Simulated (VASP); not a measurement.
Write the native input for VASP 6.6.1 that does the following.

```yaml
Task: relaxation of cell and atoms
Functional: PBE
Potentials_or_basis: VASP PAW PBE potentials, release 64 (Gd)
Cutoff: 600 eV
k_mesh: 6 × 6 × 2
Occupations: gaussian, width 0.05 eV
Spin: collinear spin, ferromagnetic start
Starting_moments: "[7.0, 7.0, 7.0, 7.0] μB"
Dipole_correction: no
Further_INCAR_settings: ALGO = Normal; EDIFF = 1e-06; IBRION = 2; EDIFFG = -0.03; NSW = 80; ISIF = 3
```

The structure of Gd lies in POSCAR:

```
Gd
1.0
    3.6242794494      0.0000000000      0.0000000000
   -1.8121397247      3.1387180736      0.0000000000
    0.0000000000      0.0000000000     11.6611431620
Gd
4
Direct
    0.0000000000      0.0000000000      0.0000000000
    0.0000000000      0.0000000000      0.5000000000
    0.3333333333      0.6666666667      0.2500000000
    0.6666666667      0.3333333333      0.7500000000
```

The input as run:

INCAR

```
ALGO     = Normal         # electronic algorithm
EDIFF    = 1E-6           # SCF threshold, eV
EDIFFG   = -0.03          # ionic threshold
ENCUT    = 600            # plane-wave cutoff, eV
GGA      = PE             # functional
IBRION   = 2              # ionic algorithm
ISIF     = 3              # what is computed and relaxed
ISMEAR   = 0              # smearing method
ISPIN    = 2              # spin polarisation
LASPH    = True           # aspherical terms in the spheres
LCHARG   = False          # write CHGCAR
LMAXMIX  = 6              # l up to which the mixer works
LORBIT   = 11             # projections on sites
LREAL    = False          # projectors in reciprocal space
LWAVE    = False          # write WAVECAR
MAGMOM   = 7 7 7 7        # initial moments
NELM     = 150            # most SCF steps
NSW      = 80             # ionic steps
PREC     = Accurate       # precision mode
SIGMA    = 0.05           # smearing width, eV
```

KPOINTS

```
k-points
0
Gamma
  6 6 2
```

Potentials or basis: VASP PAW PBE potentials, release 64 (Gd).

Launch:

```console
$ cat potpaw_PBE.64/Gd/POTCAR > POTCAR
$ mpirun -np 1 vasp_std > vasp.out
```

It gave:

```yaml
Relaxed_volume: 32.61 Å³/atom
Relaxed_cell: a = 3.599 Å, b = 3.599 Å, c = 11.629 Å, α = 90.00°, β = 90.00°, γ = 120.00°
Space_group_after_relaxing_to_0.05_Å: P6_3/mmc (No. 194)
Energy_gained_by_relaxing: 1.8 meV/atom
Ionic_steps: 8
Pressure_after_relaxing: 0.0 GPa
Net_moment: 28.76 μB per cell
Site_moments: Gd +6.87, +6.82 μB
Valence_electrons_inside_the_program's_atomic_spheres: Gd 15.21
```

Wall time 89 min on 1 thread of Intel(R) Xeon(R) 6975P-C (Granite Rapids) (shared host), peak memory 0.52 GiB.
